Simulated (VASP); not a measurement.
# CO2 (I-42d) in VASP: settings compared

CO2 is run at these levels: PBEsol, LDA; tasks: single point.

Program: VASP 6.6.1. These are calculated values, not measurements. Logs are shortened: lines on timing, memory, paths and dates and some standing lists are left out, and cuts for length are marked.

### 1 The cell of the first run

The structure is tetragonal, space group I-42d (No. 122). The conventional cell has a = 3.949 Å, b = 3.949 Å, c = 6.028 Å, α = 90.00°, β = 90.00°, γ = 90.00°. Within 1.9 Å of C (site symmetry -4) lie 4 O at 1.40 Å. Within 1.9 Å of O (site symmetry 2) lie 2 C at 1.40 Å.

### 2 Single point, PBEsol

INCAR reads:

```
SYSTEM = CO2
PREC = Accurate
ENCUT = 910
EDIFF = 1E-6
ISMEAR = 0
SIGMA = 0.01
LREAL = .FALSE.
LASPH = .TRUE.
NELM = 120
ALGO = Normal
ISIF = 2
LWAVE = .FALSE.
LCHARG = .TRUE.
GGA = PS
LELF = .TRUE.
LVHAR = .TRUE.
NBANDS = 25
GGA_COMPAT = .FALSE.
```

KPOINTS reads:

```
Automatic mesh
0
G
  6 6 6
  0 0 0
```

POSCAR reads:

```
CO2
1.0
    4.1089710000      0.0000000000      0.0000000000
    0.3128408337      4.0970444581      0.0000000000
   -2.2109054553     -2.0485218014      2.7926865517
C O
2 4
Direct
    0.7500000000      0.2500000000      0.5000000000
    0.0000000000      0.0000000000      0.0000000000
    0.7097980000      0.1250000000      0.0847980000
    0.0402020000      0.6250000000      0.9152020000
    0.3750000000      0.2902020000      0.4152020000
    0.8750000000      0.9597980000      0.5847980000
```

Potentials or basis: VASP PAW PBE potentials, release 64 (C_h, O_h).

Run with:

```console
$ cat potpaw_PBE.64/C_h/POTCAR potpaw_PBE.64/O_h/POTCAR > POTCAR
$ mpirun -np 1 vasp_std > vasp.out
```

OUTCAR:

```text
SYSTEM = CO2
   PREC = Accurate
   ENCUT = 910
   EDIFF = 1E-6
   ISMEAR = 0
   LREAL = .FALSE.
   LASPH = .TRUE.
   NELM = 120
   ISIF = 2
   GGA = PS

 ion  position               nearest neighbor table
   1  0.750  0.250  0.500-   6 1.40   5 1.40   3 1.40   4 1.40
   2  0.000  0.000  0.000-   3 1.40   4 1.40   6 1.40   5 1.40
   3  0.710  0.125  0.085-   2 1.40   1 1.40
   4  0.040  0.625  0.915-   2 1.40   1 1.40
   5  0.375  0.290  0.415-   1 1.40   2 1.40
   6  0.875  0.960  0.585-   1 1.40   2 1.40

  LATTYP: Found a body centered tetragonal cell.
 ALAT       =     3.9494547166
 C/A-ratio  =     1.5263162431

  Lattice vectors:

 A1 = (   4.1089710000,   0.0000000000,   0.0000000000)
 A2 = (   0.3128408337,   4.0970444581,   0.0000000000)
 A3 = (  -2.2109054553,  -2.0485218014,   2.7926865517)

Analysis of symmetry for initial positions (statically):
=====================================================================
 Subroutine PRICEL returns:
 Original cell was already a primitive cell.

 Routine SETGRP: Setting up the symmetry group for a
 body centered tetragonal supercell.

 Subroutine GETGRP returns: Found  8 space group operations
 (whereof  4 operations were pure point group operations)
 out of a pool of 16 trial point group operations.

The static configuration has the point symmetry S_4 .
 The point group associated with its full space group is D_2d.

Analysis of symmetry for dynamics (positions and initial velocities):
=====================================================================
 Subroutine PRICEL returns:
 Original cell was already a primitive cell.

 Routine SETGRP: Setting up the symmetry group for a
 body centered tetragonal supercell.

 Subroutine GETGRP returns: Found  8 space group operations
 (whereof  4 operations were pure point group operations)
 out of a pool of 16 trial point group operations.

The dynamic configuration has the point symmetry S_4 .
 The point group associated with its full space group is D_2d.

 Subroutine INISYM returns: Found  8 space group operations
 (whereof  4 operations are pure point group operations),
 and found     1 'primitive' translations

----------------------------------------------------------------------------------------

                                     Primitive cell

  volume of cell :      47.0139

  direct lattice vectors                    reciprocal lattice vectors
     4.108971000  0.000000000  0.000000000     0.243369934 -0.018583165  0.179039032
[... 99 lines left out ...]
   NFREE  =      0    steps in history (QN), initial steepest desc. (CG)
   ISIF   =      2    stress and relaxation
   ISYM   =      2    0-nonsym 1-usesym 2-fastsym
   POTIM  = 0.5000    time-step for ionic-motion
   TEBEG  =    0.0;   TEEND  =   0.0 temperature during run
   PSTRESS=    0.0 pullay stress
   NELECT =      32.0000    total number of electrons
   NUPDOWN=      -1.0000    fix difference up-down
   EMIN   =  10.00;   EMAX   =-10.00  energy-range for DOS
   EFERMI =   0.00;   METHOD = LEGACY
   ISMEAR =     0;   SIGMA  =   0.01  broadening in eV -4-tet -1-fermi 0-gaus
   EFERMI_NEDOS =   21; number of points for ismear=-14 and -15
   IALGO  =     38    algorithm
   IMIX   =      4    mixing-type and parameters
     AMIX     =   0.40;   BMIX     =  1.00
     AMIX_MAG =   1.60;   BMIX_MAG =  1.00
  volume/ion in A,a.u.               =       7.84        52.88
  Fermi-wavevector in a.u.,A,eV,Ry     =   1.440067  2.721333 28.215685  2.073794
  Thomas-Fermi vector in A             =   2.558853
   LORBIT       =      0    0 simple, 1 ext, 2 COOP (PROOUT), +10 PAW based schemes
   GGA     = PS    functional components
   LHFCALC =     F    Hartree Fock is set to
   AEXX    =    0.0000 exact exchange contribution
   IVDW    =     0    specifies the selected vdW correction
   LEPSILON=     F    determine dielectric tensor
   LRPA    =     F    only Hartree local field effects (RPA)
 non-spin polarized calculation
 Gauss-broadening in eV      SIGMA  =   0.01
  energy-cutoff  :      910.00
  volume of cell :       47.01
 maximum number of plane-waves:      2970
   NGX = 21   NGY = 21   NGZ = 21

 number of electron      32.0000005 magnetization

 Free energy of the ion-electron system (eV)
  ---------------------------------------------------
  ext. energy  EPLUGINS =         0.00000000
  ---------------------------------------------------
  free energy    TOTEN  =       -46.36202871 eV

  energy without entropy =      -46.36202871  energy(sigma->0) =      -46.36202871

 E-fermi :   3.1422     XC(G=0): -11.3782

 val. band max:        3.0137806198   @ k =   0.5000   0.5000   0.5000
 cond. band min:      10.5860228426   @ k =   0.0000   0.0000   0.0000
 fundamental gap:      7.5722422228
 Fermi energy:         3.1422463469

 k-point     1 :       0.0000    0.0000    0.0000
  band No.  band energies     occupation
      1     -20.8833      2.00000
      2     -15.7856      2.00000
      3     -15.7856      2.00000
      4     -15.1644      2.00000
      5     -11.5258      2.00000
      6      -6.6212      2.00000
[... 661 lines left out ...]
     24      17.3610      0.00000
     25      17.5736      0.00000

 [... further k-points ...]

------------------------ aborting loop because EDIFF is reached ----------------------------------------

  FORCE on cell =-STRESS in cart. coord.  units (eV):
  Direction    XX          YY          ZZ          XY          YZ          ZX
  --------------------------------------------------------------------------------------
  -------------------------------------------------------------------------------------
  Total       -2.1255844     -2.0896137     -1.8713739     -0.2355404     -0.0000003     -0.0000003
  in kB      -72.4374217    -71.2115843    -63.7742262     -8.0269413     -0.0000098     -0.0000105
  external PRESSURE =     -69.1410774 kB  Pullay stress =       0.0000000 kB

 VOLUME and BASIS-vectors are now :
 -----------------------------------------------------------------------------
  energy-cutoff  :      910.00
  volume of cell :       47.01
      direct lattice vectors                 reciprocal lattice vectors
     4.108971000  0.000000000  0.000000000     0.243369934 -0.018583165  0.179039032
     0.312840834  4.097044458  0.000000000     0.000000000  0.244078386  0.179039032
    -2.210905455 -2.048521801  2.792686552     0.000000000  0.000000000  0.358078138

 POSITION                                       TOTAL-FORCE (eV/Angst)
 -----------------------------------------------------------------------------------
      2.05449      0.00000      1.39634        -0.000000     -0.000000      0.000000
      0.00000      0.00000      0.00000        -0.000000     -0.000000      0.000000
      2.76816      0.33842      0.23681         0.088812     -0.095852      0.130673
     -1.66271      0.68584      2.55587        -0.088812      0.095852     -0.130673
      0.71368      0.33842      1.15953         0.088812     -0.095853     -0.130673
      2.60268      2.73436      1.63316        -0.088812      0.095853      0.130673
 -----------------------------------------------------------------------------------
    total drift:                               -0.000026     -0.000024     -0.000033

  FREE ENERGIE OF THE ION-ELECTRON SYSTEM (eV)
  ---------------------------------------------------
  free  energy   TOTEN  =       -46.3620287064 eV

  energy  without entropy=      -46.3620287064  energy(sigma->0) =      -46.36202871
```

It took 62 s on 1 thread of Intel Xeon Platinum 8488C (Sapphire Rapids), shared host; peak memory 0.25 GiB.

What came out:

```
Free energy            : -46.3620 eV
Pressure               : -6.9 GPa
Largest force          : 0.185 eV/Å
Band gap on the k mesh : 7.57 eV (least direct gap 8.04 eV)
```

Forces in eV/Å, atoms in the order of the input:
```
C    0.000  0.000  0.000
C    0.000  0.000  0.000
O    0.089 -0.096  0.131
O   -0.089  0.096 -0.131
O    0.089 -0.096 -0.131
O   -0.089  0.096  0.131
```

Caveat: the cutoff is under 1.25 times the usual one of these potentials, so pressure, stress and relaxed cells hold a basis-set (Pulay) error; the cell stands under tension; the PAW data sets were made with another functional, which shifts forces and pressure a little.

### 3 Single point, LDA

INCAR reads:

```
SYSTEM = CO2
  PREC = Accurate
  ENCUT = 910
  EDIFF = 1E-6
  ISMEAR = 0
  SIGMA = 0.01
  LREAL = .False.
  LASPH = .True.
  NELM = 120
  ALGO = Normal
  ISIF = 2
  LWAVE = .False.
  LCHARG = .False.
  GGA = CA
  NBANDS = 25
  GGA_COMPAT = .False.
```

KPOINTS reads:

```
Automatic mesh
0
Gamma
  6 6 6
  0 0 0
```

POSCAR is that of step 2.

Potentials or basis: VASP PAW LDA potentials, release 64 (C_h, O_h).

Run with:

```console
$ cat potpaw_LDA.64/C_h/POTCAR potpaw_LDA.64/O_h/POTCAR > POTCAR
$ mpirun -np 1 vasp_std > vasp.out
```

It took 34 s on 1 thread of Intel Xeon 6975P-C (Granite Rapids), shared host; peak memory 0.22 GiB.

It converged, with:

* Free energy: -49.2849 eV
* Pressure: -13.6 GPa
* Largest force: 0.472 eV/Å
* Band gap on the k mesh: 7.44 eV (least direct gap 7.92 eV)

Forces in eV/Å, atoms in the order of the input:
```
C    0.000  0.000  0.000
C    0.000  0.000  0.000
O    0.227 -0.245  0.334
O   -0.227  0.245 -0.334
O    0.227 -0.245 -0.334
O   -0.227  0.245  0.334
```

Stress tensor (GPa, compression positive):
```
-13.81  -0.47   0.00
 -0.47 -13.74   0.00
  0.00   0.00 -13.30
```

Levels at points of the mesh, in eV from the valence-band top:
| k point | band 13 | band 14 | band 15 | band 16 | band 17 | band 18 | band 19 | band 20 |
| --- | --- | --- | --- | --- | --- | --- | --- | --- |
| (0.00, 0.00, 0.00) | -1.19 | -0.89 | -0.89 | -0.48 | 7.44 | 9.06 | 9.06 | 9.09 |
| (0.50, 0.00, 0.00) | -1.72 | -1.38 | -0.41 | 0.00 | 8.04 | 9.36 | 9.51 | 10.09 |
| (0.50, 0.50, 0.00) | -0.64 | -0.64 | -0.51 | -0.51 | 8.76 | 8.76 | 9.74 | 9.74 |
| (0.50, 0.50, 0.50) | -2.85 | -2.85 | 0.00 | 0.00 | 8.66 | 8.66 | 10.54 | 10.54 |

Caveat: the cutoff is under 1.25 times the usual one of these potentials, so pressure, stress and relaxed cells hold a basis-set (Pulay) error; the cell stands under tension. A k mesh can miss the band edges.
